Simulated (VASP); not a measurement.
Wanted: the native input for a VASP 6.6.1 run.

- Task: single point
- Functional: PBE
- Dispersion: D3(BJ)
- Potentials or basis: VASP PAW PBE potentials, release 64 (P, B)
- Cutoff: 520 eV
- k mesh: 10 × 10 × 10
- Occupations: fermi-dirac, width 0.05 eV
- Spin: no spin polarisation
- Dipole correction: no
- Further INCAR settings: ALGO = Normal; EDIFF = 1e-06; NBANDS = 11

The structure of BP lies in POSCAR:

```
BP
1.0
    0.0000000000      2.2840269280      2.2840269280
    2.2840269280      0.0000000000      2.2840269280
    2.2840269280      2.2840269280      0.0000000000
P B
1 1
Direct
    0.7500000000      0.7500000000      0.7500000000
    0.0000000000      0.0000000000      0.0000000000
```

One way to write it, as run:

INCAR

```
SYSTEM = BP
ALGO     = Normal         ! electronic algorithm
EDIFF    = 1E-6           ! SCF threshold, eV
ENCUT    = 520            ! plane-wave cutoff, eV
GGA      = PE             ! functional
ISIF     = 2              ! what is computed and relaxed
ISMEAR   = -1             ! smearing method
IVDW     = 12             ! dispersion correction
LASPH    = .True.         ! aspherical terms in the spheres
LCHARG   = .False.        ! write CHGCAR
LREAL    = .False.        ! projectors in reciprocal space
LWAVE    = .False.        ! write WAVECAR
NBANDS   = 11             ! bands
NELM     = 80             ! most SCF steps
PREC     = Accurate       ! precision mode
SIGMA    = 0.05           ! smearing width, eV
```

KPOINTS

```
k-points
0
Gamma
  10 10 10
  0 0 0
```

Potentials or basis: VASP PAW PBE potentials, release 64 (P, B).

Run with:

```bash
$ cat potpaw_PBE.64/P/POTCAR potpaw_PBE.64/B/POTCAR > POTCAR
$ mpirun -np 1 vasp_std > vasp.out
```

Results of the run:

The pressure is -6.5 GPa, the band gap on the k mesh is 1.27 eV, indirect (least direct gap 3.37 eV) and the dispersion energy per atom is -0.317 eV.

Wall time 18 s on 1 thread of AMD EPYC 7R13 (shared host), peak memory 0.12 GiB.
